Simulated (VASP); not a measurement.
Runs of VASP 6.6.1 on Al. The structure is that of space group Fm-3m (No. 225), or close to it. The cells are those of the table. 

```tsv
task	cell	cutoff (eV)	gap on the mesh (eV)	pressure (GPa)
relaxation of cell and atoms	relaxed to 5 GPa from a = 2.864 Å, angles 60.0°, 1 atom	600	none	5.0
single point	a = 2.816 Å, angles 60.0°, 1 atom	520	none	(a)
relaxation of cell and atoms	relaxed to 20 GPa from a = 2.864 Å, angles 60.0°, 1 atom	600	none	19.9
single point	a = 2.729 Å, angles 60.0°, 1 atom	520	none	10.0
single point	a = 2.669 Å, angles 60.0°, 1 atom	520	none	20.0
single point	a = 2.768 Å, angles 60.0°, 1 atom	520	none	5.0
relaxation of cell and atoms	relaxed from a = 2.864 Å, angles 60.0°, 1 atom	600	none	0.0
relaxation of cell and atoms	relaxed to 10 GPa from a = 2.864 Å, angles 60.0°, 1 atom	600	none	9.9
```

Alike in all rows: level PBE+D4; potentials or basis VASP PAW PBE potentials, release 64 (Al); no spin polarisation; k mesh 14 × 14 × 14; smearing gaussian 0.1 eV.

Estimate the missing entries.

(a) -0.1.

Caveats: pairwise dispersion overbinds metals, which lowers pressure and volume; the cell is relaxed towards a set pressure, so the enthalpy falls and the energy may rise (some runs).

A gap of «none» marks levels without a gap at the run's occupations.
